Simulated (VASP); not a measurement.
# HoAuF4 (R3m) in VASP: single point with PBE

Aim: the single point of HoAuF4 with PBE.

Program: VASP 6.6.1. These are calculated values, not measurements. Logs are shortened: lines on timing, memory, paths and dates and some standing lists are left out, and cuts for length are marked.

## Step 1: The cell of the first run

It takes space group R3m (No. 160, trigonal). The conventional cell has a = 4.495 Å, b = 4.495 Å, c = 16.883 Å, α = 90.00°, β = 90.00°, γ = 120.00°. Ho (site symmetry 3m) has 6 F at 2.26 Å and 1 Au at 3.00 Å within 3.0 Å. Within 3.5 Å of Au (site symmetry 3m) lie 6 F at 2.62 to 2.70 Å and 1 Ho at 3.00 Å. Within 3.2 Å of F (site symmetry m) lie 6 F at 2.24 to 3.16 Å and 2 Ho at 2.26 Å and 1 Au at 2.70 Å. Within 3.5 Å of F (site symmetry 3m) lie 3 Au at 2.62 Å and 6 F at 3.04 to 3.16 Å.

The cell was built from a structure type or drawn by symmetry, and may not be a known phase.

## Step 2: Single point, PBE

Contents of INCAR:

```
SYSTEM = HoAuF4
ALGO = Normal
EDIFF = 1E-6
ENCUT = 600
GGA = PE
GGA_COMPAT = .False.
ISIF = 2
ISMEAR = 0
LASPH = .True.
LCHARG = .False.
LMAXMIX = 6
LREAL = .False.
LWAVE = .False.
NBANDS = 33
NELM = 200
PREC = Accurate
SIGMA = 0.15
```

Contents of KPOINTS:

```
k-points
0
Gamma
  3 3 3
  0 0 0
```

Contents of POSCAR:

```
HoAuF4
1.0
    2.2476795882      1.2976984153      5.6277544953
   -2.2476795882      1.2976984153      5.6277544953
    0.0000000000     -2.5953968306      5.6277544953
Ho Au F
1 1 4
Direct
    0.7273219424      0.7273219424      0.7273219424
    0.5498967712      0.5498967712      0.5498967712
    0.2424836630      0.7432554008      0.2424836630
    0.2424836630      0.2424836630      0.7432554008
    0.7432554008      0.2424836630      0.2424836630
    0.2387809797      0.2387809797      0.2387809797
```

Potentials or basis: VASP PAW PBE potentials, release 64 (Ho_3, Au, F), 4f in core.

Run with:

```bash
$ cat potpaw_PBE.64/Ho_3/POTCAR potpaw_PBE.64/Au/POTCAR potpaw_PBE.64/F/POTCAR > POTCAR
$ mpirun -np 1 vasp_std > vasp.out
```

OUTCAR:

```text
SYSTEM = HoAuF4
   EDIFF = 1E-6
   ENCUT = 600
   GGA = PE
   ISIF = 2
   ISMEAR = 0
   LASPH = .True.
   LREAL = .False.
   NELM = 200
   PREC = Accurate

 ion  position               nearest neighbor table
   1  0.727  0.727  0.727-   4 2.26   4 2.26   3 2.26   5 2.26   3 2.26   5 2.26   2 3.00   2 3.70
                             2 3.70   2 3.70
   2  0.550  0.550  0.550-   6 2.62   6 2.62   6 2.62   3 2.70   5 2.70   4 2.70   1 3.00   1 3.70
                             1 3.70   1 3.70
   3  0.242  0.743  0.242-   1 2.26   1 2.26   2 2.70
   4  0.242  0.242  0.743-   1 2.26   1 2.26   2 2.70
   5  0.743  0.242  0.242-   1 2.26   1 2.26   2 2.70
   6  0.239  0.239  0.239-   2 2.62   2 2.62   2 2.62

  LATTYP: Found a trigonal (rhomboedric) cell.
 ALAT       =     6.1973950469
 COS(alpha) =     0.7369244800

  Lattice vectors:

 A1 = (   2.2476795882,   1.2976984153,   5.6277544953)
 A2 = (  -2.2476795882,   1.2976984153,   5.6277544953)
 A3 = (   0.0000000000,  -2.5953968306,   5.6277544953)

Analysis of symmetry for initial positions (statically):
=====================================================================
 Subroutine PRICEL returns:
 Original cell was already a primitive cell.

 Routine SETGRP: Setting up the symmetry group for a
 trigonal (rhombohedral) supercell.

 Subroutine GETGRP returns: Found  6 space group operations
 (whereof  6 operations were pure point group operations)
 out of a pool of 12 trial point group operations.

The static configuration has the point symmetry C_3v.

Analysis of symmetry for dynamics (positions and initial velocities):
=====================================================================
 Subroutine PRICEL returns:
 Original cell was already a primitive cell.

 Routine SETGRP: Setting up the symmetry group for a
 trigonal (rhombohedral) supercell.

 Subroutine GETGRP returns: Found  6 space group operations
 (whereof  6 operations were pure point group operations)
 out of a pool of 12 trial point group operations.

The dynamic configuration has the point symmetry C_3v.

 Subroutine INISYM returns: Found  6 space group operations
 (whereof  6 operations are pure point group operations),
 and found     1 'primitive' translations

----------------------------------------------------------------------------------------

                                     Primitive cell

  volume of cell :      98.4906

  direct lattice vectors                    reciprocal lattice vectors
     2.247679588  1.297698415  5.627754495     0.222451635  0.128432512  0.059230255
    -2.247679588  1.297698415  5.627754495    -0.222451635  0.128432512  0.059230255
     0.000000000 -2.595396831  5.627754495     0.000000000 -0.256865023  0.059230255

  length of vectors
     6.197395047  6.197395047  6.197395047     0.263605507  0.263605507  0.263605507

  position of ions in fractional coordinates (direct lattice)
     0.727321942  0.727321942  0.727321942
     0.549896771  0.549896771  0.549896771
     0.242483663  0.743255401  0.242483663
     0.242483663  0.242483663  0.743255401
     0.743255401  0.242483663  0.242483663
     0.238780980  0.238780980  0.238780980

  ion indices of the primitive-cell ions
   primitive index   ion index
                 1           1
                 2           2
                 3           3
                 4           4
                 5           5
                 6           6

----------------------------------------------------------------------------------------

 KPOINTS: k-points

Automatic generation of k-mesh.
 Grid dimensions read from file:
 generate k-points for:    3    3    3

 Generating k-lattice:

  Cartesian coordinates                     Fractional coordinates (reciprocal lattice)
     0.074150545  0.042810837  0.019743418     0.333333333  0.000000000 -0.000000000
    -0.074150545  0.042810837  0.019743418     0.000000000  0.333333333 -0.000000000
     0.000000000 -0.085621674  0.019743418    -0.000000000 -0.000000000  0.333333333

  Length of vectors
     0.087868502  0.087868502  0.087868502

  Shift w.r.t. Gamma in fractional coordinates (k-lattice)
     0.000000000  0.000000000  0.000000000

 Subroutine IBZKPT returns following result:
 ===========================================

 Found      6 irreducible k-points:

 Following reciprocal coordinates:
            Coordinates               Weight
  0.000000  0.000000  0.000000      1.000000
  0.333333 -0.000000  0.000000      6.000000
  0.333333  0.333333  0.000000      6.000000
 -0.333333  0.333333  0.000000      6.000000
  0.333333  0.333333  0.333333      2.000000
 -0.333333  0.333333  0.333333      6.000000
   k-points           NKPTS =      6   k-points in BZ     NKDIM =      6   number of bands    NBANDS=     33
   number of dos      NEDOS =    301   number of ions     NIONS =      6
   total plane-waves  NPLWV = 125000
   dimension x,y,z NGX =    50 NGY =   50 NGZ =   50
   dimension x,y,z NGXF=   100 NGYF=  100 NGZF=  100
   ions per type =               1   1   4
   NGX,Y,Z   is equivalent  to a cutoff of  13.41, 13.41, 13.41 a.u.
   NGXF,Y,Z  is equivalent  to a cutoff of  26.83, 26.83, 26.83 a.u.
 SYSTEM =  HoAuF4
   PREC   = accura    normal or accurate (medium, high low for compatibility)
   ISTART =      0    job   : 0-new  1-cont  2-samecut
   ICHARG =      2    charge: 1-file 2-atom 10-const
   ISPIN  =      1    spin polarized calculation?
   LNONCOLLINEAR =      F non collinear calculations
   LSORBIT =      F    spin-orbit coupling
   LASPH  =      T    aspherical Exc in radial PAW
   ENCUT  =  600.0 eV  44.10 Ry    6.64 a.u.  12.38 12.38 12.38*2*pi/ulx,y,z
   NELM   =    200;   NELMIN=  2; NELMDL= -5     # of ELM steps
   EDIFF  = 0.1E-05   stopping-criterion for ELM
   LREAL  =      F    real-space projection
   EDIFFG = 0.1E-04   stopping-criterion for IOM
   NSW    =      0    number of steps for IOM
   IBRION =     -1    ionic relax: 0-MD 1-quasi-New 2-CG
   NFREE  =      0    steps in history (QN), initial steepest desc. (CG)
   ISIF   =      2    stress and relaxation
   ISYM   =      2    0-nonsym 1-usesym 2-fastsym
   POTIM  = 0.5000    time-step for ionic-motion
   TEBEG  =    0.0;   TEEND  =   0.0 temperature during run
   PSTRESS=    0.0 pullay stress
   NELECT =      48.0000    total number of electrons
   NUPDOWN=      -1.0000    fix difference up-down
   EMIN   =  10.00;   EMAX   =-10.00  energy-range for DOS
   EFERMI =   0.00;   METHOD = LEGACY
   ISMEAR =     0;   SIGMA  =   0.15  broadening in eV -4-tet -1-fermi 0-gaus
   EFERMI_NEDOS =   21; number of points for ismear=-14 and -15
   IALGO  =     38    algorithm
   IMIX   =      4    mixing-type and parameters
     AMIX     =   0.40;   BMIX     =  1.00
     AMIX_MAG =   1.60;   BMIX_MAG =  1.00
  volume/ion in A,a.u.               =      16.42       110.77
  Fermi-wavevector in a.u.,A,eV,Ry     =   1.288320  2.434572 22.582517  1.659768
  Thomas-Fermi vector in A             =   2.420281
   LORBIT       =      0    0 simple, 1 ext, 2 COOP (PROOUT), +10 PAW based schemes
   GGA     = PE    functional components
   LHFCALC =     F    Hartree Fock is set to
   AEXX    =    0.0000 exact exchange contribution
   IVDW    =     0    specifies the selected vdW correction
   LEPSILON=     F    determine dielectric tensor
   LRPA    =     F    only Hartree local field effects (RPA)
 non-spin polarized calculation
 Gauss-broadening in eV      SIGMA  =   0.15
  energy-cutoff  :      600.00
  volume of cell :       98.49
 maximum number of plane-waves:      3297
 NGX is ok and might be reduce to    50
   NGX = 25   NGY = 25   NGZ = 25

 number of electron      47.9999996 magnetization

 Free energy of the ion-electron system (eV)
  ---------------------------------------------------
  ext. energy  EPLUGINS =         0.00000000
  ---------------------------------------------------
  free energy    TOTEN  =       -27.25364262 eV

  energy without entropy =      -27.22623572  energy(sigma->0) =      -27.23993917

 E-fermi :   0.8221     XC(G=0):  -9.4499

 val. band max:        0.8031192523   @ k =   0.0000   0.0000   0.0000
 cond. band min:       1.1661617668   @ k =   0.3333  -0.0000   0.0000
 fundamental gap:      0.3630425145
 Fermi energy:         0.8220998587

 k-point     1 :       0.0000    0.0000    0.0000
  band No.  band energies     occupation
      1     -22.3910      2.00000
      2     -21.8966      2.00000
      3     -21.8966      2.00000
      4     -21.5076      2.00000
      5     -20.3970      2.00000
      6     -20.1000      2.00000
[... 25 lines left out ...]
     32       9.6732      0.00000
     33      10.8455      0.00000

 k-point     2 :       0.3333   -0.0000    0.0000
  band No.  band energies     occupation
      1     -22.9781      2.00000
      2     -22.3023      2.00000
      3     -22.2299      2.00000
      4     -20.7035      2.00000
      5     -20.3917      2.00000
      6     -19.6480      2.00000
[... 25 lines left out ...]
     32       9.5844      0.00000
     33      10.7804      0.00000

 k-point     3 :       0.3333    0.3333    0.0000
  band No.  band energies     occupation
      1     -22.9777      2.00000
      2     -22.3034      2.00000
      3     -22.2296      2.00000
      4     -20.7073      2.00000
      5     -20.3869      2.00000
      6     -19.6491      2.00000
[... 25 lines left out ...]
     32       9.1779      0.00000
     33       9.9070      0.00000

 k-point     4 :      -0.3333    0.3333    0.0000
  band No.  band energies     occupation
      1     -22.8838      2.00000
      2     -22.8757      2.00000
      3     -22.2985      2.00000
      4     -20.3918      2.00000
      5     -20.0598      2.00000
      6     -19.5806      2.00000
[... 25 lines left out ...]
     32       9.8810      0.00000
     33      10.1562      0.00000

 k-point     5 :       0.3333    0.3333    0.3333
  band No.  band energies     occupation
      1     -22.3962      2.00000
      2     -21.8965      2.00000
      3     -21.8965      2.00000
      4     -21.4997      2.00000
      5     -20.4019      2.00000
      6     -20.1000      2.00000
[... 25 lines left out ...]
     32       9.9065      0.00000
     33       9.9065      0.00000

 k-point     6 :      -0.3333    0.3333    0.3333
  band No.  band energies     occupation
      1     -22.9780      2.00000
      2     -22.3039      2.00000
      3     -22.2297      2.00000
      4     -20.7004      2.00000
      5     -20.3947      2.00000
      6     -19.6481      2.00000
[... 25 lines left out ...]
     32       9.8335      0.00000
     33      10.2865      0.00000

------------------------ aborting loop because EDIFF is reached ----------------------------------------

  FORCE on cell =-STRESS in cart. coord.  units (eV):
  Direction    XX          YY          ZZ          XY          YZ          ZX
  --------------------------------------------------------------------------------------
  -------------------------------------------------------------------------------------
  Total        0.3282387      0.3282387     -0.1442634     -0.0000000      0.0000000      0.0000000
  in kB        5.3395647      5.3395647     -2.3467781     -0.0000000      0.0000000      0.0000000
  external PRESSURE =       2.7774504 kB  Pullay stress =       0.0000000 kB

 VOLUME and BASIS-vectors are now :
 -----------------------------------------------------------------------------
  energy-cutoff  :      600.00
  volume of cell :       98.49
      direct lattice vectors                 reciprocal lattice vectors
     2.247679588  1.297698415  5.627754495     0.222451635  0.128432512  0.059230255
    -2.247679588  1.297698415  5.627754495    -0.222451635  0.128432512  0.059230255
     0.000000000 -2.595396831  5.627754495     0.000000000 -0.256865023  0.059230255

 POSITION                                       TOTAL-FORCE (eV/Angst)
 -----------------------------------------------------------------------------------
      0.00000      0.00000     12.27957        -0.000000      0.000000     -0.085215
      0.00000      0.00000      9.28405        -0.000000     -0.000000     -0.015170
     -1.12557      0.64985      6.91214         0.000620     -0.000358      0.037787
      0.00000     -1.29970      6.91214        -0.000000      0.000716      0.037787
      1.12557      0.64985      6.91214        -0.000620     -0.000358      0.037787
      0.00000      0.00000      4.03140        -0.000000     -0.000000     -0.012975
 -----------------------------------------------------------------------------------
    total drift:                                0.000000      0.000000     -0.000752

  FREE ENERGIE OF THE ION-ELECTRON SYSTEM (eV)
  ---------------------------------------------------
  free  energy   TOTEN  =       -27.2536426225 eV

  energy  without entropy=      -27.2262357220  energy(sigma->0) =      -27.23993917
```

Wall time 2 min (1 thread of Intel Xeon Platinum 8259CL at 2.50GHz (Skylake/Cascade Lake), shared host); peak memory 0.35 GiB.

What came out:

* Free energy: -27.2536 eV
* Pressure: 0.3 GPa
* Largest force: 0.085 eV/Å
* Band gap on the k mesh: zero (filled and empty bands overlap)

Forces in eV/Å, atoms in the order of the input:
```
Ho   0.000  0.000 -0.085
Au   0.000  0.000 -0.015
F    0.001  0.000  0.038
F    0.000  0.001  0.038
F   -0.001  0.000  0.038
F    0.000  0.000 -0.013
```

Stress tensor (GPa, compression positive):
```
 0.53  0.00  0.00
 0.00  0.53  0.00
 0.00  0.00 -0.23
```

Caveat: the k points lie up to 0.55 Å⁻¹ apart; spin-orbit coupling is left out, which moves the levels of the heavy elements; the 4f electrons are frozen in the core, so they carry no moment and show no levels; the run has no spin polarisation, though such a crystal can be magnetic. Spin polarisation is off, so any magnetic state and its effect on volume and gap are missing.
